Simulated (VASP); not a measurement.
Write the native input for VASP 6.6.1 that does the following.

| Item | Value |
| --- | --- |
| Task | single point |
| Functional | PBE |
| Potentials or basis | VASP PAW PBE potentials, release 64 (In_d, Sb, As) |
| Cutoff | 520 eV |
| k mesh | 6 × 6 × 6 |
| Occupations | gaussian, width 0.1 eV |
| Spin | no spin polarisation |
| Dipole correction | no |
| Further INCAR settings | ALGO = Normal; EDIFF = 1e-07; NBANDS = 46 |

The structure of In4Sb3As lies in POSCAR:

```
In4Sb3As
1.0
    6.5908000481      0.0000000000      0.0000000000
    0.0000000000      6.5908000481      0.0000000000
    0.0000000000      0.0000000000      6.5908000481
In Sb As
4 3 1
Direct
    0.2416650000      0.7583350000      0.2416650000
    0.2416650000      0.2416650000      0.7583350000
    0.7583350000      0.7583350000      0.7583350000
    0.7583350000      0.2416650000      0.2416650000
    0.0000000000      0.5000000000      0.5000000000
    0.5000000000      0.5000000000      0.0000000000
    0.5000000000      0.0000000000      0.5000000000
    0.0000000000      0.0000000000      0.0000000000
```

The input as run:

INCAR

```
SYSTEM = In4Sb3As
ALGO = Normal ; EDIFF = 1E-7
ENCUT = 520 ; GGA = PE
ISIF = 2 ; ISMEAR = 0
LASPH = .TRUE. ; LCHARG = .FALSE.
LREAL = .FALSE. ; LWAVE = .FALSE.
NBANDS = 46 ; NELM = 100
PREC = Accurate ; SIGMA = 0.1
```

KPOINTS

```
k-points
0
G
  6 6 6
  0 0 0
```

Potentials or basis: VASP PAW PBE potentials, release 64 (In_d, Sb, As).

The run is started by

```console
$ cat potpaw_PBE.64/In_d/POTCAR potpaw_PBE.64/Sb/POTCAR potpaw_PBE.64/As/POTCAR > POTCAR
$ mpirun -np 1 vasp_std > vasp.out
```

It gave:

```
Pressure               : -1.1 GPa
Largest force          : 0.005 eV/Å
Band gap on the k mesh : zero (bands 36 and 37 overlap by 0.03 eV)
```

Caveat: semilocal functionals underestimate gaps, and a narrow one can read as zero; spin-orbit coupling is left out, which moves the levels of the heavy elements.

It took 4.2 min on 1 thread of Intel(R) Xeon(R) Platinum 8559C (Emerald Rapids), with other jobs on the host, peak memory 0.49 GiB.
